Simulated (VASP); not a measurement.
# Al2Au (Fm-3m) in VASP: single point with PBE

Aim: the single point of Al2Au with PBE.

All numbers are computed with VASP 6.6.1; they aren't measurements. Logs are shortened: lines on timing, memory, paths and dates and some standing lists are left out, and cuts for length are marked.

## 1. The cell of the first run

The structure is cubic, space group Fm-3m (No. 225). Conventional cell: a = 6.002 Å, b = 6.002 Å, c = 6.002 Å, α = 90.00°, β = 90.00°, γ = 90.00°. Au (site symmetry m-3m) has 8 Al at 2.60 Å within 3.4 Å. Within 3.4 Å of Al (site symmetry -43m) lie 4 Au at 2.60 Å and 6 Al at 3.00 Å.

## 2. Single point, PBE

INCAR

```
  PREC = Accurate
  ENCUT = 520
  EDIFF = 1E-6
  ISMEAR = 1
  SIGMA = 0.0279
  LREAL = F
  LASPH = T
  NELM = 100
  ALGO = Normal
  ISIF = 2
  LWAVE = F
  LCHARG = F
  GGA = PE
  NBANDS = 16
```

KPOINTS

```
Automatic mesh
0
Gamma
  7 7 7
```

POSCAR

```
Al2Au
1.0
    0.0000000000      3.0009600000      3.0009600000
    3.0009600000      0.0000000000      3.0009600000
    3.0009600000      3.0009600000      0.0000000000
Au Al
1 2
Direct
    0.0000000000      0.0000000000      0.0000000000
    0.2500000000      0.2500000000      0.2500000000
    0.7500000000      0.7500000000      0.7500000000
```

Potentials or basis: VASP PAW PBE potentials, release 64 (Au, Al).

Launch:

```
cat potpaw_PBE.64/Au/POTCAR potpaw_PBE.64/Al/POTCAR > POTCAR
mpirun -np 1 vasp_std > vasp.out
```

OUTCAR:

```text
PREC = Accurate
   ENCUT = 520
   EDIFF = 1E-6
   ISMEAR = 1
   LREAL = F
   LASPH = T
   NELM = 100
   ISIF = 2
   GGA = PE

 ion  position               nearest neighbor table
   1  0.000  0.000  0.000-   2 2.60   3 2.60   3 2.60   3 2.60   3 2.60   2 2.60   2 2.60   2 2.60

   2  0.250  0.250  0.250-   1 2.60   1 2.60   1 2.60   1 2.60   3 3.00   3 3.00   3 3.00   3 3.00
                             3 3.00   3 3.00
   3  0.750  0.750  0.750-   1 2.60   1 2.60   1 2.60   1 2.60   2 3.00   2 3.00   2 3.00   2 3.00
                             2 3.00   2 3.00

  LATTYP: Found a face centered cubic cell.
 ALAT       =     6.0019200000

  Lattice vectors:

 A1 = (   0.0000000000,   3.0009600000,   3.0009600000)
 A2 = (   3.0009600000,   0.0000000000,   3.0009600000)
 A3 = (   3.0009600000,   3.0009600000,   0.0000000000)

Analysis of symmetry for initial positions (statically):
=====================================================================
 Subroutine PRICEL returns:
 Original cell was already a primitive cell.

 Routine SETGRP: Setting up the symmetry group for a
 face centered cubic supercell.

 Subroutine GETGRP returns: Found 48 space group operations
[... 9 lines left out ...]

 Routine SETGRP: Setting up the symmetry group for a
 face centered cubic supercell.

 Subroutine GETGRP returns: Found 48 space group operations
[... 11 lines left out ...]
                                     Primitive cell

  volume of cell :      54.0519

  direct lattice vectors                    reciprocal lattice vectors
     0.000000000  3.000960000  3.000960000    -0.166613350  0.166613350  0.166613350
     3.000960000  0.000000000  3.000960000     0.166613350 -0.166613350  0.166613350
     3.000960000  3.000960000  0.000000000     0.166613350  0.166613350 -0.166613350

  length of vectors
     4.243998332  4.243998332  4.243998332     0.288582788  0.288582788  0.288582788

  position of ions in fractional coordinates (direct lattice)
     0.000000000  0.000000000  0.000000000
     0.250000000  0.250000000  0.250000000
     0.750000000  0.750000000  0.750000000

  ion indices of the primitive-cell ions
   primitive index   ion index
                 1           1
                 2           2
                 3           3

----------------------------------------------------------------------------------------

 KPOINTS: Automatic mesh

Automatic generation of k-mesh.
 Grid dimensions read from file:
 generate k-points for:    7    7    7

 Generating k-lattice:

  Cartesian coordinates                     Fractional coordinates (reciprocal lattice)
    -0.023801907  0.023801907  0.023801907     0.142857143  0.000000000  0.000000000
     0.023801907 -0.023801907  0.023801907     0.000000000  0.142857143  0.000000000
     0.023801907  0.023801907 -0.023801907     0.000000000  0.000000000  0.142857143

  Length of vectors
     0.041226113  0.041226113  0.041226113

  Shift w.r.t. Gamma in fractional coordinates (k-lattice)
     0.000000000  0.000000000  0.000000000

 Subroutine IBZKPT returns following result:
 ===========================================

 Found     20 irreducible k-points:

 Following reciprocal coordinates:
            Coordinates               Weight
  0.000000  0.000000  0.000000      1.000000
  0.142857  0.000000  0.000000      8.000000
  0.285714  0.000000  0.000000      8.000000
  0.428571  0.000000  0.000000      8.000000
  0.142857  0.142857  0.000000      6.000000
  0.285714  0.142857  0.000000     24.000000
[... 12 lines left out ...]
 -0.428571  0.428571  0.142857     24.000000
 -0.285714  0.428571  0.142857     24.000000
   k-points           NKPTS =     20   k-points in BZ     NKDIM =     20   number of bands    NBANDS=     16
   number of dos      NEDOS =    301   number of ions     NIONS =      3
   total plane-waves  NPLWV =  32768
   dimension x,y,z NGX =    32 NGY =   32 NGZ =   32
   dimension x,y,z NGXF=    64 NGYF=   64 NGZF=   64
   ions per type =               1   2
   NGX,Y,Z   is equivalent  to a cutoff of  12.54, 12.54, 12.54 a.u.
   NGXF,Y,Z  is equivalent  to a cutoff of  25.07, 25.07, 25.07 a.u.
 SYSTEM =  unknown system
   PREC   = accura    normal or accurate (medium, high low for compatibility)
   ISTART =      0    job   : 0-new  1-cont  2-samecut
   ICHARG =      2    charge: 1-file 2-atom 10-const
   ISPIN  =      1    spin polarized calculation?
   LNONCOLLINEAR =      F non collinear calculations
   LSORBIT =      F    spin-orbit coupling
   LASPH  =      T    aspherical Exc in radial PAW
   ENCUT  =  520.0 eV  38.22 Ry    6.18 a.u.   7.89  7.89  7.89*2*pi/ulx,y,z
   NELM   =    100;   NELMIN=  2; NELMDL= -5     # of ELM steps
   EDIFF  = 0.1E-05   stopping-criterion for ELM
   LREAL  =      F    real-space projection
   EDIFFG = 0.1E-04   stopping-criterion for IOM
   NSW    =      0    number of steps for IOM
   IBRION =     -1    ionic relax: 0-MD 1-quasi-New 2-CG
   NFREE  =      0    steps in history (QN), initial steepest desc. (CG)
   ISIF   =      2    stress and relaxation
   ISYM   =      2    0-nonsym 1-usesym 2-fastsym
   POTIM  = 0.5000    time-step for ionic-motion
   TEBEG  =    0.0;   TEEND  =   0.0 temperature during run
   PSTRESS=    0.0 pullay stress
   NELECT =      17.0000    total number of electrons
   NUPDOWN=      -1.0000    fix difference up-down
   EMIN   =  10.00;   EMAX   =-10.00  energy-range for DOS
   EFERMI =   0.00;   METHOD = LEGACY
   ISMEAR =     1;   SIGMA  =   0.03  broadening in eV -4-tet -1-fermi 0-gaus
   EFERMI_NEDOS =   21; number of points for ismear=-14 and -15
   IALGO  =     38    algorithm
   IMIX   =      4    mixing-type and parameters
     AMIX     =   0.40;   BMIX     =  1.00
     AMIX_MAG =   1.60;   BMIX_MAG =  1.00
  volume/ion in A,a.u.               =      18.02       121.59
  Fermi-wavevector in a.u.,A,eV,Ry     =   1.113322  2.103874 16.864240  1.239487
  Thomas-Fermi vector in A             =   2.249906
   LORBIT       =      0    0 simple, 1 ext, 2 COOP (PROOUT), +10 PAW based schemes
   GGA     = PE    functional components
   LHFCALC =     F    Hartree Fock is set to
   AEXX    =    0.0000 exact exchange contribution
   IVDW    =     0    specifies the selected vdW correction
   LEPSILON=     F    determine dielectric tensor
   LRPA    =     F    only Hartree local field effects (RPA)
 non-spin polarized calculation
 Methfessel and Paxton  Order N= 1 SIGMA  =   0.03
  energy-cutoff  :      520.00
  volume of cell :       54.05
 maximum number of plane-waves:      1468
   NGX = 15   NGY = 15   NGZ = 15

 number of electron      17.0000001 magnetization

 Free energy of the ion-electron system (eV)
  ---------------------------------------------------
  ext. energy  EPLUGINS =         0.00000000
  ---------------------------------------------------
  free energy    TOTEN  =       -12.00267956 eV

  energy without entropy =      -12.00213788  energy(sigma->0) =      -12.00249900

 E-fermi :   7.7682     XC(G=0): -10.5218

 val. band max:        7.7660872414   @ k =  -0.4286   0.1429   0.0000
 cond. band min:       7.9334817375   @ k =   0.2857   0.1429   0.0000
 fundamental gap:      0.1673944961
 Fermi energy:         7.7681540053

 k-point     1 :       0.0000    0.0000    0.0000
  band No.  band energies     occupation
      1      -2.7593      2.00000
      2       1.1884      2.00000
      3       1.1884      2.00000
      4       1.1884      2.00000
      5       2.1451      2.00000
      6       2.1451      2.00000
[... 8 lines left out ...]
     15      13.5255      0.00000
     16      13.5255      0.00000

 k-point     2 :       0.1429    0.0000    0.0000
  band No.  band energies     occupation
      1      -2.4936      2.00000
      2       1.1058      2.00000
      3       1.2525      2.00000
      4       1.2525      2.00000
      5       2.1339      2.00000
      6       2.1339      2.00000
[... 8 lines left out ...]
     15      13.1409      0.00000
     16      13.2928      0.00000

 k-point     3 :       0.2857    0.0000    0.0000
  band No.  band energies     occupation
      1      -1.7511      2.00000
      2       0.9744      2.00000
      3       1.3716      2.00000
      4       1.3716      2.00000
      5       2.1572      2.00000
      6       2.1572      2.00000
[... 8 lines left out ...]
     15      14.5360      0.00000
     16      14.6635      0.00000

 k-point     4 :       0.4286    0.0000    0.0000
  band No.  band energies     occupation
      1      -0.8772      2.00000
      2       1.1385      2.00000
      3       1.4262      2.00000
      4       1.4262      2.00000
      5       2.2462      2.00000
      6       2.2462      2.00000
[... 8 lines left out ...]
     15      16.2399      0.00000
     16      16.6897      0.00000

 k-point     5 :       0.1429    0.1429    0.0000
  band No.  band energies     occupation
      1      -2.4022      2.00000
      2       1.0446      2.00000
      3       1.2976      2.00000
      4       1.2976      2.00000
      5       2.0463      2.00000
      6       2.2002      2.00000
[... 8 lines left out ...]
     15      14.0256      0.00000
     16      14.0256      0.00000

 k-point     6 :       0.2857    0.1429    0.0000
  band No.  band energies     occupation
      1      -1.8037      2.00000
      2       0.8994      2.00000
      3       1.4220      2.00000
      4       1.4273      2.00000
      5       1.9961      2.00000
      6       2.2505      2.00000
[... 8 lines left out ...]
     15      15.5463      0.00000
     16      15.5638      0.00000

 k-point     7 :       0.4286    0.1429    0.0000
  band No.  band energies     occupation
      1      -0.8893      2.00000
      2       0.8775      2.00000
      3       1.4785      2.00000
      4       1.5148      2.00000
      5       2.1578      2.00000
      6       2.2943      2.00000
[... 8 lines left out ...]
     15      16.9581      0.00000
     16      17.4225      0.00000

 k-point     8 :      -0.4286    0.1429    0.0000
  band No.  band energies     occupation
      1      -0.4959      2.00000
      2       1.0492      2.00000
      3       1.5337      2.00000
      4       1.5487      2.00000
      5       2.2217      2.00000
      6       2.2340      2.00000
[... 8 lines left out ...]
     15      16.1356      0.00000
     16      16.7683      0.00000

 k-point     9 :      -0.2857    0.1429    0.0000
  band No.  band energies     occupation
      1      -1.2091      2.00000
      2       0.8843      2.00000
      3       1.4413      2.00000
      4       1.4889      2.00000
      5       2.0714      2.00000
      6       2.2749      2.00000
[... 8 lines left out ...]
     15      14.4213      0.00000
     16      17.5181      0.00000
[... 96 lines left out ...]
 k-point    15 :       0.4286    0.4286    0.0000
  band No.  band energies     occupation
      1       0.2054      2.00000
      2       0.5174      2.00000
      3       1.6084      2.00000
      4       1.9358      2.00000
      5       1.9358      2.00000
      6       2.4333      2.00000
[... 8 lines left out ...]
     15      17.5316      0.00000
     16      18.8560      0.00000

 k-point    16 :      -0.4286    0.4286    0.0000
  band No.  band energies     occupation
      1       0.4923      2.00000
      2       0.8670      2.00000
      3       1.2285      2.00000
      4       1.9606      2.00000
      5       2.3673      2.00000
      6       2.5219      2.00000
[... 8 lines left out ...]
     15      17.6383      0.00000
     16      18.2944      0.00000

 k-point    17 :       0.4286    0.2857    0.1429
  band No.  band energies     occupation
      1      -1.0755      2.00000
      2       0.7706      2.00000
      3       1.4803      2.00000
      4       1.6064      2.00000
      5       1.9956      2.00000
      6       2.3080      2.00000
[... 8 lines left out ...]
     15      15.6711      0.00000
     16      16.7766      0.00000

 k-point    18 :      -0.4286    0.2857    0.1429
  band No.  band energies     occupation
      1      -0.1943      2.00000
      2       0.8049      2.00000
      3       1.4841      2.00000
      4       1.7188      2.00000
      5       2.1413      2.00000
      6       2.2516      2.00000
[... 8 lines left out ...]
     15      16.2195      0.00000
     16      17.7023      0.00000

 k-point    19 :      -0.4286    0.4286    0.1429
  band No.  band energies     occupation
      1       0.3683      2.00000
      2       0.5921      2.00000
      3       1.3530      2.00000
      4       1.9345      2.00000
      5       2.2174      2.00000
      6       2.3257      2.00000
[... 8 lines left out ...]
     15      17.5210      0.00000
     16      18.3222      0.00000

 k-point    20 :      -0.2857    0.4286    0.1429
  band No.  band energies     occupation
      1       0.4888      2.00000
      2       0.8360      2.00000
      3       1.4110      2.00000
      4       1.7749      2.00000
      5       1.9338      2.00000
      6       2.4424      2.00000
[... 8 lines left out ...]
     15      18.0320      0.00000
     16      18.3523      0.00000

------------------------ aborting loop because EDIFF is reached ----------------------------------------

  FORCE on cell =-STRESS in cart. coord.  units (eV):
  Direction    XX          YY          ZZ          XY          YZ          ZX
  --------------------------------------------------------------------------------------
  -------------------------------------------------------------------------------------
  Total        1.0203354      1.0203354      1.0203354     -0.0000000      0.0000000      0.0000000
  in kB       30.2442577     30.2442577     30.2442577     -0.0000000      0.0000000      0.0000000
  external PRESSURE =      30.2442577 kB  Pullay stress =       0.0000000 kB

 VOLUME and BASIS-vectors are now :
 -----------------------------------------------------------------------------
  energy-cutoff  :      520.00
  volume of cell :       54.05
      direct lattice vectors                 reciprocal lattice vectors
     0.000000000  3.000960000  3.000960000    -0.166613350  0.166613350  0.166613350
     3.000960000  0.000000000  3.000960000     0.166613350 -0.166613350  0.166613350
     3.000960000  3.000960000  0.000000000     0.166613350  0.166613350 -0.166613350

 POSITION                                       TOTAL-FORCE (eV/Angst)
 -----------------------------------------------------------------------------------
      0.00000      0.00000      0.00000         0.000000     -0.000000      0.000000
      1.50048      1.50048      1.50048         0.000000      0.000000      0.000000
      4.50144      4.50144      4.50144        -0.000000      0.000000     -0.000000
 -----------------------------------------------------------------------------------
    total drift:                                0.000000     -0.000000      0.000000

  FREE ENERGIE OF THE ION-ELECTRON SYSTEM (eV)
  ---------------------------------------------------
  free  energy   TOTEN  =       -12.0026795595 eV

  energy  without entropy=      -12.0021378823  energy(sigma->0) =      -12.00249900
```

Run time: 13 s. Hardware: 1 thread of AMD EPYC 7R43 (Zen 3), shared host; peak memory 0.14 GiB.

Results:

- Free energy: -12.0027 eV
- Pressure: 3.0 GPa

Caveat: spin-orbit coupling is left out, which moves the levels of the heavy elements.
